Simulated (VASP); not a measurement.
Wanted: the native input for a VASP 6.6.1 run.

```yaml
Task: single point
Functional: PBE
Potentials_or_basis: VASP PAW PBE potentials, release 64 (Ca_sv, O)
Cutoff: 520 eV
k_mesh: 6 × 6 × 6
Occupations: gaussian, width 0.01 eV
Spin: no spin polarisation
Dipole_correction: no
Further_INCAR_settings: ALGO = Normal; EDIFF = 1e-06; NBANDS = 15
```

The structure of CaO (Lime) lies in POSCAR:

```
CaO
1.0
    0.0000000000      2.3975473909      2.3975473909
    2.3975473909      0.0000000000      2.3975473909
    2.3975473909      2.3975473909      0.0000000000
Ca O
1 1
Direct
    0.0000000000      0.0000000000      0.0000000000
    0.5000000000      0.5000000000      0.5000000000
```

One way to write it, as run:

INCAR

```
SYSTEM = CaO
PREC     = Accurate       ! precision mode
ENCUT    = 520            ! plane-wave cutoff, eV
EDIFF    = 1E-6           ! SCF threshold, eV
ISMEAR   = 0              ! smearing method
SIGMA    = 0.01           ! smearing width, eV
LREAL    = .False.        ! projectors in reciprocal space
LASPH    = .True.         ! aspherical terms in the spheres
NELM     = 60             ! most SCF steps
ALGO     = Normal         ! electronic algorithm
ISIF     = 2              ! what is computed and relaxed
LWAVE    = .False.        ! write WAVECAR
LCHARG   = .False.        ! write CHGCAR
GGA      = PE             ! functional
NBANDS   = 15             ! bands
```

KPOINTS

```
Automatic mesh
0
Gamma
  6 6 6
  0 0 0
```

Potentials or basis: VASP PAW PBE potentials, release 64 (Ca_sv, O).

Launch:

```console
$ cat potpaw_PBE.64/Ca_sv/POTCAR potpaw_PBE.64/O/POTCAR > POTCAR
$ mpirun -np 1 vasp_std > vasp.out
```

It gave:

| Property | Result |
| --- | --- |
| Pressure | 3.1 GPa |
| Band gap on the k mesh | 3.63 eV, indirect (least direct gap 4.01 eV) |

Wall time 13 s on 1 thread of Intel Xeon 8259CL, with other jobs on the host, peak memory 0.15 GiB.
